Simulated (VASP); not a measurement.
# HfO2 (R-3m) in VASP: a series of runs, part 2 of 3

VASP 6.6.1.

**3. Single point, PBEsol**

INCAR reads:

```
SYSTEM = HfO2
ALGO     = Normal         ! electronic algorithm
EDIFF    = 1E-7           ! SCF threshold, eV
ENCUT    = 520            ! plane-wave cutoff, eV
GGA      = PS             ! functional
ISIF     = 2              ! what is computed and relaxed
ISMEAR   = 0              ! smearing method
LASPH    = .True.         ! aspherical terms in the spheres
LCHARG   = .False.        ! write CHGCAR
LREAL    = .False.        ! projectors in reciprocal space
LWAVE    = .False.        ! write WAVECAR
NBANDS   = 18             ! bands
NELM     = 60             ! most SCF steps
PREC     = Accurate       ! precision mode
SIGMA    = 0.05           ! smearing width, eV
```

KPOINTS reads:

```
k-points
0
Gamma
  8 8 8
  0 0 0
```

POSCAR reads:

```
HfO2
1.0
   -0.1333255960      2.4571976423      2.4571976423
    2.4571976423     -0.1333255960      2.4571976423
    2.4571976423      2.4571976423     -0.1333255960
Hf O
1 2
Direct
    0.0000000000      0.0000000000      0.0000000000
    0.2500000000      0.2500000000      0.2500000000
    0.7500000000      0.7500000000      0.7500000000
```

Potentials or basis: VASP PAW PBE potentials, release 64 (Hf_pv, O).

The run is started by

```sh
$ cat potpaw_PBE.64/Hf_pv/POTCAR potpaw_PBE.64/O/POTCAR > POTCAR
$ mpirun -np 1 vasp_std > vasp.out
```

OUTCAR:

```text
SYSTEM = HfO2
   EDIFF = 1E-7
   ENCUT = 520
   GGA = PS
   ISIF = 2
   ISMEAR = 0
   LASPH = .True.
   LREAL = .False.
   NELM = 60
   PREC = Accurate

 ion  position               nearest neighbor table
   1  0.000  0.000  0.000-   2 2.07   3 2.07   3 2.22   3 2.22   3 2.22   2 2.22   2 2.22   2 2.22

   2  0.250  0.250  0.250-   1 2.07   1 2.22   1 2.22   1 2.22
   3  0.750  0.750  0.750-   1 2.07   1 2.22   1 2.22   1 2.22

  LATTYP: Found a trigonal (rhomboedric) cell.
 ALAT       =     3.4775589458
 COS(alpha) =     0.4450856131

  Lattice vectors:

 A1 = (  -0.1333255960,   2.4571976423,   2.4571976423)
 A2 = (   2.4571976423,  -0.1333255960,   2.4571976423)
 A3 = (   2.4571976423,   2.4571976423,  -0.1333255960)

Analysis of symmetry for initial positions (statically):
=====================================================================
 Subroutine PRICEL returns:
 Original cell was already a primitive cell.

 Routine SETGRP: Setting up the symmetry group for a
 trigonal (rhombohedral) supercell.

 Subroutine GETGRP returns: Found 12 space group operations
 (whereof 12 operations were pure point group operations)
 out of a pool of 12 trial point group operations.

The static configuration has the point symmetry D_3d.

Analysis of symmetry for dynamics (positions and initial velocities):
=====================================================================
 Subroutine PRICEL returns:
 Original cell was already a primitive cell.

 Routine SETGRP: Setting up the symmetry group for a
 trigonal (rhombohedral) supercell.

 Subroutine GETGRP returns: Found 12 space group operations
 (whereof 12 operations were pure point group operations)
 out of a pool of 12 trial point group operations.

The dynamic configuration has the point symmetry D_3d.

 Subroutine INISYM returns: Found 12 space group operations
 (whereof 12 operations are pure point group operations),
 and found     1 'primitive' translations

[... 108 lines left out ...]
   NUPDOWN=      -1.0000    fix difference up-down
   EMIN   =  10.00;   EMAX   =-10.00  energy-range for DOS
   EFERMI =   0.00;   METHOD = LEGACY
   ISMEAR =     0;   SIGMA  =   0.05  broadening in eV -4-tet -1-fermi 0-gaus
   EFERMI_NEDOS =   21; number of points for ismear=-14 and -15
   IALGO  =     38    algorithm
   IMIX   =      4    mixing-type and parameters
     AMIX     =   0.40;   BMIX     =  1.00
     AMIX_MAG =   1.60;   BMIX_MAG =  1.00
  volume/ion in A,a.u.               =      10.69        72.17
  Fermi-wavevector in a.u.,A,eV,Ry     =   1.443607  2.728022 28.354565  2.084002
  Thomas-Fermi vector in A             =   2.561996
   LORBIT       =      0    0 simple, 1 ext, 2 COOP (PROOUT), +10 PAW based schemes
   GGA     = PS    functional components
   LHFCALC =     F    Hartree Fock is set to
   AEXX    =    0.0000 exact exchange contribution
   IVDW    =     0    specifies the selected vdW correction
   LEPSILON=     F    determine dielectric tensor
   LRPA    =     F    only Hartree local field effects (RPA)
 non-spin polarized calculation
 Gauss-broadening in eV      SIGMA  =   0.05
  energy-cutoff  :      520.00
  volume of cell :       32.08
 maximum number of plane-waves:       878
 NGX is ok and might be reduce to    28

 number of electron      21.9999996 magnetization

 Free energy of the ion-electron system (eV)
  ---------------------------------------------------
  ext. energy  EPLUGINS =         0.00000000
  ---------------------------------------------------
  free energy    TOTEN  =       -31.53189304 eV

  energy without entropy =      -31.53189304  energy(sigma->0) =      -31.53189304

 E-fermi :   4.5325     XC(G=0): -12.1833

 val. band max:        4.2212226619   @ k =   0.5000   0.5000   0.0000
 cond. band min:       8.0031660078   @ k =   0.5000   0.5000   0.0000
 fundamental gap:      3.7819433458
 Fermi energy:         4.5325435231

 k-point     1 :       0.0000    0.0000    0.0000
  band No.  band energies     occupation
      1     -25.2887      2.00000
      2     -25.2886      2.00000
      3     -25.2886      2.00000
      4     -14.5485      2.00000
      5     -11.3492      2.00000
      6      -1.3176      2.00000
[... 481 lines left out ...]
      5     -12.1493      2.00000
      6      -0.6564      2.00000
[... 10 lines left out ...]
     17      14.9854      0.00000
     18      16.8671      0.00000

 [... further k-points ...]
[... 5 lines left out ...]
  --------------------------------------------------------------------------------------
  -------------------------------------------------------------------------------------
  Total       -0.2884374     -0.2884374     -0.2884374      1.3656542      1.3656542      1.3656542
  in kB      -14.4033023    -14.4033023    -14.4033023     68.1948026     68.1948026     68.1948026
  external PRESSURE =     -14.4033023 kB  Pullay stress =       0.0000000 kB

 VOLUME and BASIS-vectors are now :
 -----------------------------------------------------------------------------
  energy-cutoff  :      520.00
  volume of cell :       32.08
      direct lattice vectors                 reciprocal lattice vectors
    -0.133325596  2.457197642  2.457197642    -0.187628862  0.198393538  0.198393538
     2.457197642 -0.133325596  2.457197642     0.198393538 -0.187628862  0.198393538
     2.457197642  2.457197642 -0.133325596     0.198393538  0.198393538 -0.187628862

 POSITION                                       TOTAL-FORCE (eV/Angst)
 -----------------------------------------------------------------------------------
      0.00000      0.00000      0.00000         0.000000     -0.000000     -0.000000
      1.19527      1.19527      1.19527         0.545450      0.545450      0.545450
      3.58580      3.58580      3.58580        -0.545450     -0.545450     -0.545450
 -----------------------------------------------------------------------------------
    total drift:                                0.000000      0.000000      0.000000

  FREE ENERGIE OF THE ION-ELECTRON SYSTEM (eV)
  ---------------------------------------------------
  free  energy   TOTEN  =       -31.5318930447 eV

  energy  without entropy=      -31.5318930447  energy(sigma->0) =      -31.53189304
```

stdout:

```text
POSCAR found type information on POSCAR HfO
 POSCAR found :  2 types and       3 ions
 scaLAPACK will be used
 -----------------------------------------------------------------------------
|                                                                             |
|                                                                             |
|     You enforced a specific xc type in the INCAR file but a different       |
|     I HOPE YOU KNOW WHAT YOU ARE DOING!                                     |
|                                                                             |
 -----------------------------------------------------------------------------

 LDA part: xc-table for (Slater+PW92), standard interpolation
 POSCAR, INCAR and KPOINTS ok, starting setup
 FFT: planning ... GRIDC
 FFT: planning ... GRID_SOFT
 FFT: planning ... GRID
 WAVECAR not read
 entering main loop
```

Run time: 37 s. Hardware: 1 thread of AMD EPYC 7R43 (Zen 3), shared host; peak memory 0.14 GiB.

Results:

* Free energy: -31.5319 eV
* Pressure: -1.4 GPa
* Largest force: 0.945 eV/Å
* Band gap on the k mesh: 3.78 eV, direct

Forces in eV/Å, atoms in the order of the input:
```
Hf   0.000  0.000  0.000
O    0.545  0.545  0.545
O   -0.545 -0.545 -0.545
```

Levels at points of the mesh, in eV from the valence-band top:
```csv
k point,band 7,band 8,band 9,band 10,band 11,band 12,band 13,band 14,band 15,band 16
"(0.00, 0.00, 0.00)",-5.54,-5.37,-0.62,-0.59,-0.59,3.89,3.89,5.77,10.30,10.30
"(0.50, 0.00, 0.00)",-4.42,-3.04,-2.85,-1.95,-1.63,4.34,4.87,6.86,9.00,9.25
"(0.50, 0.50, 0.00)",-3.71,-3.25,-1.92,-1.25,0.00,3.78,5.63,6.54,7.78,9.03
"(0.50, 0.50, 0.50)",-4.33,-3.40,-2.60,-1.96,-1.96,4.85,4.85,7.86,8.88,9.08
```

Caveat: the PAW data sets were made with another functional, which shifts forces and pressure a little; spin-orbit coupling is left out, which moves the levels of the heavy elements. A k mesh can miss the band edges.

**4. Single point, PBEsol**

This run uses another cell than the first one, of the same volume but with other edges.

INCAR reads:

```
SYSTEM = HfO2
PREC = Accurate ; ENCUT = 520
EDIFF = 1E-6 ; ISMEAR = 0
SIGMA = 0.05 ; LREAL = .FALSE.
LASPH = .TRUE. ; NELM = 100
ALGO = Normal ; ISIF = 2
LWAVE = .FALSE. ; LCHARG = .FALSE.
GGA = PS ; NBANDS = 18
```

KPOINTS reads:

```
regular mesh
0
G
  8 8 8
  0 0 0
```

POSCAR reads:

```
HfO2
1.0
    0.1370107138      2.5923998499      2.5923998499
    2.5923998499      0.1370107138      2.5923998499
    2.5923998499      2.5923998499      0.1370107138
Hf O
1 2
Direct
    0.0000000000      0.0000000000      0.0000000000
    0.2500000000      0.2500000000      0.2500000000
    0.7500000000      0.7500000000      0.7500000000
```

Potentials or basis: VASP PAW PBE potentials, release 64 (Hf_pv, O).

The run is started by

```sh
$ cat potpaw_PBE.64/Hf_pv/POTCAR potpaw_PBE.64/O/POTCAR > POTCAR
$ mpirun -np 1 vasp_std > vasp.out
```

OUTCAR:

```text
SYSTEM = HfO2
   PREC = Accurate
   ENCUT = 520
   EDIFF = 1E-6
   ISMEAR = 0
   LREAL = .FALSE.
   LASPH = .TRUE.
   NELM = 100
   ISIF = 2
   GGA = PS

 ion  position               nearest neighbor table
   1  0.000  0.000  0.000-   3 2.15   3 2.15   3 2.15   2 2.15   2 2.15   2 2.15   3 2.30   2 2.30

   2  0.250  0.250  0.250-   1 2.15   1 2.15   1 2.15   1 2.30
   3  0.750  0.750  0.750-   1 2.15   1 2.15   1 2.15   1 2.30

  LATTYP: Found a trigonal (rhomboedric) cell.
 ALAT       =     3.6687662639
 COS(alpha) =     0.5520798786

  Lattice vectors:

[... 688 lines left out ...]
     17      14.3886      0.00000
     18      17.3049      0.00000

 [... further k-points ...]
[... 5 lines left out ...]
  --------------------------------------------------------------------------------------
  -------------------------------------------------------------------------------------
  Total       -0.3712820     -0.3712820     -0.3712820     -0.7997340     -0.7997340     -0.7997340
  in kB      -18.5401990    -18.5401990    -18.5401990    -39.9352225    -39.9352225    -39.9352225
  external PRESSURE =     -18.5401990 kB  Pullay stress =       0.0000000 kB

 VOLUME and BASIS-vectors are now :
 -----------------------------------------------------------------------------
  energy-cutoff  :      520.00
  volume of cell :       32.08
      direct lattice vectors                 reciprocal lattice vectors
     0.137010714  2.592399850  2.592399850    -0.208876287  0.198391133  0.198391133
     2.592399850  0.137010714  2.592399850     0.198391133 -0.208876287  0.198391133
     2.592399850  2.592399850  0.137010714     0.198391133  0.198391133 -0.208876287

 POSITION                                       TOTAL-FORCE (eV/Angst)
 -----------------------------------------------------------------------------------
      0.00000      0.00000      0.00000         0.000000     -0.000000      0.000000
      1.33045      1.33045      1.33045        -0.273132     -0.273132     -0.273132
      3.99136      3.99136      3.99136         0.273132      0.273132      0.273132
 -----------------------------------------------------------------------------------
    total drift:                                0.000000      0.000000      0.000000

  FREE ENERGIE OF THE ION-ELECTRON SYSTEM (eV)
  ---------------------------------------------------
  free  energy   TOTEN  =       -31.5618205865 eV

  energy  without entropy=      -31.5618205865  energy(sigma->0) =      -31.56182059
```

OSZICAR:

```text
N       E                     dE             d eps       ncg     rms          rms(c)
DAV:   1     0.891109462420E+02    0.89111E+02   -0.12747E+04  2340   0.121E+03
DAV:   2    -0.329513561465E+02   -0.12206E+03   -0.11788E+03  2996   0.290E+02
DAV:   3    -0.367602073298E+02   -0.38089E+01   -0.37946E+01  2694   0.450E+01
DAV:   4    -0.367811787680E+02   -0.20971E-01   -0.20967E-01  2918   0.371E+00
DAV:   5    -0.367813006197E+02   -0.12185E-03   -0.12185E-03  2620   0.264E-01    0.521E+01
DAV:   6    -0.317304302995E+02    0.50509E+01   -0.17832E+01  2404   0.306E+01    0.438E+01
DAV:   7    -0.316075937696E+02    0.12284E+00   -0.65363E-01  2642   0.668E+00    0.290E+01
DAV:   8    -0.315793867277E+02    0.28207E-01   -0.23032E-01  2566   0.436E+00    0.818E+00
DAV:   9    -0.315619860329E+02    0.17401E-01   -0.53528E-02  2446   0.193E+00    0.283E+00
DAV:  10    -0.315617963695E+02    0.18966E-03   -0.26562E-03  2936   0.395E-01    0.262E-01
DAV:  11    -0.315618168666E+02   -0.20497E-04   -0.12657E-04  2628   0.994E-02    0.134E-01
DAV:  12    -0.315618202658E+02   -0.33992E-05   -0.12145E-05  2652   0.249E-02    0.104E-02
DAV:  13    -0.315618205865E+02   -0.32075E-06   -0.52796E-07  2092   0.577E-03
   1 F= -.31561821E+02 E0= -.31561821E+02  d E =-.638816E-21
```

stdout:

```text
POSCAR found type information on POSCAR HfO
 POSCAR found :  2 types and       3 ions
 scaLAPACK will be used
 -----------------------------------------------------------------------------
|                                                                             |
|                                                                             |
|     You enforced a specific xc type in the INCAR file but a different       |
|     I HOPE YOU KNOW WHAT YOU ARE DOING!                                     |
|                                                                             |
 -----------------------------------------------------------------------------

 LDA part: xc-table for (Slater+PW92), standard interpolation
 POSCAR, INCAR and KPOINTS ok, starting setup
 FFT: planning ... GRIDC
 FFT: planning ... GRID_SOFT
 FFT: planning ... GRID
 WAVECAR not read
 entering main loop
```

Run time: 34 s. Hardware: 1 thread of AMD EPYC 7R43 (Zen 3), shared host; peak memory 0.14 GiB.

What came out:

| Item | Value |
| --- | --- |
| Free energy | -31.5618 eV |
| Pressure | -1.9 GPa |
| Largest force | 0.473 eV/Å |
| Band gap on the k mesh | 3.77 eV, direct |

Forces on the atoms (eV/Å):
```
Hf   0.000  0.000  0.000
O   -0.273 -0.273 -0.273
O    0.273  0.273  0.273
```

Stress tensor (GPa, compression positive):
```
-1.85 -3.99 -3.99
-3.99 -1.85 -3.99
-3.99 -3.99 -1.85
```

Levels at points of the mesh, in eV from the valence-band top:
| k point | band 7 | band 8 | band 9 | band 10 | band 11 | band 12 | band 13 | band 14 | band 15 | band 16 |
| --- | --- | --- | --- | --- | --- | --- | --- | --- | --- | --- |
| (0.00, 0.00, 0.00) | -5.42 | -5.42 | -0.64 | -0.64 | -0.50 | 3.88 | 3.88 | 5.78 | 10.10 | 10.93 |
| (0.50, 0.00, 0.00) | -4.34 | -3.24 | -2.75 | -1.96 | -1.75 | 4.50 | 4.95 | 7.34 | 8.96 | 9.01 |
| (0.50, 0.50, 0.00) | -3.67 | -3.29 | -1.94 | -1.21 | 0.00 | 3.77 | 5.62 | 6.37 | 8.21 | 8.88 |
| (0.50, 0.50, 0.50) | -4.54 | -2.91 | -2.79 | -1.74 | -1.74 | 4.49 | 4.49 | 6.30 | 9.01 | 9.97 |

Caveat: the PAW data sets were made with another functional, which shifts forces and pressure a little; spin-orbit coupling is left out, which moves the levels of the heavy elements. Expect the measured gap to be larger: semilocal functionals such as PBEsol lack the derivative discontinuity.

**5. Single point, PBEsol**

This run uses another cell than the first one, of 10.98 Å³/atom, 1.027 times its volume.

INCAR reads:

```
SYSTEM = HfO2
PREC     = Accurate       ! precision mode
ENCUT    = 520            ! plane-wave cutoff, eV
EDIFF    = 1E-7           ! SCF threshold, eV
ISMEAR   = 0              ! smearing method
SIGMA    = 0.05           ! smearing width, eV
LREAL    = .False.        ! projectors in reciprocal space
LASPH    = .True.         ! aspherical terms in the spheres
NELM     = 80             ! most SCF steps
ALGO     = Normal         ! electronic algorithm
ISIF     = 2              ! what is computed and relaxed
LWAVE    = .False.        ! write WAVECAR
LCHARG   = .True.         ! write CHGCAR
GGA      = PS             ! functional
LELF     = .True.         ! ELF
LVHAR    = .True.       
NBANDS   = 18             ! bands
```

KPOINTS reads:

```
Automatic mesh
0
Gamma
  8 8 8
  0 0 0
```

POSCAR reads:

```
HfO2
1.0
   -0.2005895741      2.4480403655      2.4480403655
    2.4480403655     -0.2005895741      2.4480403655
    2.4480403655      2.4480403655     -0.2005895741
Hf O
1 2
Direct
    0.0000000000      0.0000000000      0.0000000000
    0.2500000000      0.2500000000      0.2500000000
    0.7500000000      0.7500000000      0.7500000000
```

Potentials or basis: VASP PAW PBE potentials, release 64 (Hf_pv, O).

The run is started by

```sh
$ cat potpaw_PBE.64/Hf_pv/POTCAR potpaw_PBE.64/O/POTCAR > POTCAR
$ mpirun -np 1 vasp_std > vasp.out
```

OUTCAR:

```text
SYSTEM = HfO2
   PREC = Accurate
   ENCUT = 520
   EDIFF = 1E-7
   ISMEAR = 0
   LREAL = .False.
   LASPH = .True.
   NELM = 80
   ISIF = 2
   GGA = PS

 ion  position               nearest neighbor table
   1  0.000  0.000  0.000-   2 2.03   3 2.03   3 2.27   3 2.27   3 2.27   2 2.27   2 2.27   2 2.27

   2  0.250  0.250  0.250-   1 2.03   1 2.27   1 2.27   1 2.27
   3  0.750  0.750  0.750-   1 2.03   1 2.27   1 2.27   1 2.27

  LATTYP: Found a trigonal (rhomboedric) cell.
 ALAT       =     3.4678580478
 COS(alpha) =     0.4166624355

  Lattice vectors:

[... 689 lines left out ...]
     17      14.8574      0.00000
     18      16.5406      0.00000

 [... further k-points ...]
[... 5 lines left out ...]
  --------------------------------------------------------------------------------------
  -------------------------------------------------------------------------------------
  Total       -1.0264636     -1.0264636     -1.0264636      2.1073867      2.1073867      2.1073867
  in kB      -49.9264351    -49.9264351    -49.9264351    102.5017387    102.5017387    102.5017387
  external PRESSURE =     -49.9264351 kB  Pullay stress =       0.0000000 kB

 VOLUME and BASIS-vectors are now :
 -----------------------------------------------------------------------------
  energy-cutoff  :      520.00
  volume of cell :       32.94
      direct lattice vectors                 reciprocal lattice vectors
    -0.200589574  2.448040365  2.448040365    -0.180712370  0.196841318  0.196841318
     2.448040365 -0.200589574  2.448040365     0.196841318 -0.180712370  0.196841318
     2.448040365  2.448040365 -0.200589574     0.196841318  0.196841318 -0.180712370

 POSITION                                       TOTAL-FORCE (eV/Angst)
 -----------------------------------------------------------------------------------
      0.00000      0.00000      0.00000        -0.000000     -0.000000     -0.000000
      1.17387      1.17387      1.17387         0.823723      0.823723      0.823723
      3.52162      3.52162      3.52162        -0.823723     -0.823723     -0.823723
 -----------------------------------------------------------------------------------
    total drift:                                0.000000      0.000000      0.000000

  FREE ENERGIE OF THE ION-ELECTRON SYSTEM (eV)
  ---------------------------------------------------
  free  energy   TOTEN  =       -31.3758367784 eV

  energy  without entropy=      -31.3758367784  energy(sigma->0) =      -31.37583678
```

stdout:

```text
POSCAR found type information on POSCAR HfO
 POSCAR found :  2 types and       3 ions
 scaLAPACK will be used
 -----------------------------------------------------------------------------
|                                                                             |
|                                                                             |
|     You enforced a specific xc type in the INCAR file but a different       |
|     I HOPE YOU KNOW WHAT YOU ARE DOING!                                     |
|                                                                             |
 -----------------------------------------------------------------------------

 LDA part: xc-table for (Slater+PW92), standard interpolation
 POSCAR, INCAR and KPOINTS ok, starting setup
 FFT: planning ... GRIDC
 FFT: planning ... GRID_SOFT
 FFT: planning ... GRID
 WAVECAR not read
 entering main loop
```

Run time: 40 s. Hardware: 1 thread of AMD EPYC 7R43 (Zen 3), shared host; peak memory 0.15 GiB.

What came out:

- Free energy: -31.3758 eV
- Pressure: -5.0 GPa
- Largest force: 1.427 eV/Å
- Band gap on the k mesh: 3.80 eV, direct

Forces in eV/Å, atoms in the order of the input:
```
Hf   0.000  0.000  0.000
O    0.824  0.824  0.824
O   -0.824 -0.824 -0.824
```

Caveat: the PAW data sets were made with another functional, which shifts forces and pressure a little; spin-orbit coupling is left out, which moves the levels of the heavy elements.

[end of part 2 of 3]
